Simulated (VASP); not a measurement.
Here is a VASP 6.6.1 calculation.

Contents of INCAR:

```
  ALGO = Normal
  EDIFF = 1E-6
  ENCUT = 520
  GGA = PS
  ISIF = 2
  ISMEAR = 0
  LASPH = T
  LCHARG = T
  LELF = T
  LREAL = F
  LVHAR = T
  LWAVE = F
  NBANDS = 15
  NELM = 100
  PREC = Accurate
  SIGMA = 0.01
```

File KPOINTS:

```
k-points
0
Gamma
  10 10 10
```

File POSCAR:

```
CaO
1.0
    0.0000000000      2.3703312229      2.3703312229
    2.3703312229      0.0000000000      2.3703312229
    2.3703312229      2.3703312229      0.0000000000
Ca O
1 1
Direct
    0.0000000000      0.0000000000      0.0000000000
    0.5000000000      0.5000000000      0.5000000000
```

Potentials or basis: VASP PAW PBE potentials, release 64 (Ca_sv, O).

Command:

```sh
$ cat potpaw_PBE.64/Ca_sv/POTCAR potpaw_PBE.64/O/POTCAR > POTCAR
$ mpirun -np 1 vasp_std > vasp.out
```

What does it give for the band gap on the k mesh?

3.51 eV (least direct gap 3.88 eV).

What does it give for the pressure?

2.7 GPa.

Caveat: the PAW data sets were made with another functional, which shifts forces and pressure a little. A k mesh can miss the band edges.
